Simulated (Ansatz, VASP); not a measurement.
**InP: VASP beside Ansatz**

```
In P
1.0
     0.00000    2.95379    2.95379
     2.95379    0.00000    2.95379
     2.95379    2.95379    0.00000
In P
1 1
Direct
  0.00000 0.00000 0.00000
  0.75000 0.75000 0.75000
```

Alike in both runs: functional r2SCAN; k mesh 10 × 10 × 10; occupations gaussian, width 0.02 eV; no spin polarisation.

Ansatz relaxed the structure, and its values are those at the end. VASP's run is a single point on that final structure, the one shown.

|  | VASP | Ansatz |
| --- | --- | --- |
| version | VASP 6.6.1 | Ansatz 0.2.0 |
| potentials or method | VASP PAW PBE potentials, release 64 (In_d, P), cutoff 520 eV | scalar-relativistic, plane waves, PAW |
| valence electrons in the cell | 18 | 18 |

|  | VASP | Ansatz | Ansatz less VASP |
| --- | --- | --- | --- |
| gap on the k mesh at the Fermi level (eV) | 1.03 | 1.02 | -0.008 |
| least direct gap on the mesh (eV) | 1.03 | 1.02 | -0.008 |
| pressure (GPa) | -0.1 | 0.0 | +0.12 |

VASP's potentials were made for PBE, not for r2SCAN.
